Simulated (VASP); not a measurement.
Wanted: the native input for a VASP 6.6.1 run.

```yaml
Task: relaxation of cell and atoms
Functional: PBEsol
Potentials_or_basis: VASP PAW PBE potentials, release 64 (Au)
Cutoff: 600 eV
k_mesh: 18 × 18 × 6
Occupations: gaussian, width 0.1 eV
Spin: no spin polarisation
Dipole_correction: no
Further_INCAR_settings: ALGO = Fast; EDIFF = 1e-06; IBRION = 2; EDIFFG = -0.01; NSW = 80; ISIF = 3
```

The structure of Au lies in POSCAR:

```
Au
1.0
    2.8852881432      0.0000000000      0.0000000000
   -1.4426440716      2.4987328292      0.0000000000
    0.0000000000      0.0000000000      9.4374038033
Au
4
Direct
    0.0000000000      0.0000000000      0.0000000000
    0.3333333333      0.6666666667      0.2500000000
    0.0000000000      0.0000000000      0.5000000000
    0.6666666667      0.3333333333      0.7500000000
```

One way to write it, as run:

INCAR

```
PREC     = Accurate       # precision mode
ENCUT    = 600            # plane-wave cutoff, eV
EDIFF    = 1E-6           # SCF threshold, eV
ISMEAR   = 0              # smearing method
SIGMA    = 0.1            # smearing width, eV
LREAL    = False          # projectors in reciprocal space
LASPH    = True           # aspherical terms in the spheres
NELM     = 60             # most SCF steps
ALGO     = Fast           # electronic algorithm
ISIF     = 3              # what is computed and relaxed
LWAVE    = False          # write WAVECAR
LCHARG   = False          # write CHGCAR
GGA      = PS             # functional
IBRION   = 2              # ionic algorithm
NSW      = 80             # ionic steps
EDIFFG   = -0.01          # ionic threshold
```

KPOINTS

```
Automatic mesh
0
Gamma
  18 18 6
```

Potentials or basis: VASP PAW PBE potentials, release 64 (Au).

Command:

```sh
$ cat potpaw_PBE.64/Au/POTCAR > POTCAR
$ mpirun -np 1 vasp_std > vasp.out
```

Results of the run:

The relaxed volume is 17.01 Å³/atom, the relaxed cell is a = 2.877 Å, b = 2.877 Å, c = 9.491 Å, α = 90.00°, β = 90.00°, γ = 120.00° and the space group after relaxing (to 0.05 Å) is P6_3/mmc (No. 194). The energy gained by relaxing is 0.2 meV/atom and the ionic steps are 6. The pressure after relaxing is 0.0 GPa. The band gap on the k mesh is zero (band 22 reaches 12.20 eV, above the bottom of band 23 at 7.01 eV).

Caveat: the PAW data sets were made with another functional, which shifts forces and pressure a little; spin-orbit coupling is left out, which moves the levels of the heavy elements.

It took 26 min on 1 thread of AMD EPYC 7R43 64-Core Processor (Zen 3), on a shared host, peak memory 0.35 GiB.
